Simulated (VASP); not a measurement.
Here is a VASP 6.6.1 calculation.

Contents of INCAR:

```
PREC = Accurate
ENCUT = 520
EDIFF = 1E-7
ISMEAR = -1
SIGMA = 0.02
LREAL = F
LASPH = T
NELM = 100
ALGO = Normal
ISIF = 2
LWAVE = F
LCHARG = F
GGA = PE
NBANDS = 16
```

The input KPOINTS:

```
Automatic mesh
0
Gamma
  10 10 10
```

POSCAR

```
GaN
1.0
    0.0000000000      2.1085152339      2.1783070881
    2.1085152339      0.0000000000      2.1783070881
    2.1085152339      2.1085152339      0.0000000000
Ga N
1 1
Direct
    0.0000000000      0.0000000000      0.0000000000
    0.5000000000      0.5000000000      0.5000000000
```

Potentials or basis: VASP PAW PBE potentials, release 64 (Ga_d, N).

Command:

```bash
$ cat potpaw_PBE.64/Ga_d/POTCAR potpaw_PBE.64/N/POTCAR > POTCAR
$ mpirun -np 1 vasp_std > vasp.out
```

**Question.** Estimate the pressure.

**Answer.** 1.9 GPa.

**Question.** Predict the band gap on the k mesh.

**Answer.** 0.30 eV, indirect (least direct gap 2.25 eV).

Stress tensor (GPa, compression positive):
```
 3.63  0.00  0.00
 0.00  3.63  0.00
 0.00  0.00 -1.65
```

Caveat: the cell differs from its parent crystal (uniaxial z strain +3.3%). A k mesh can miss the band edges.
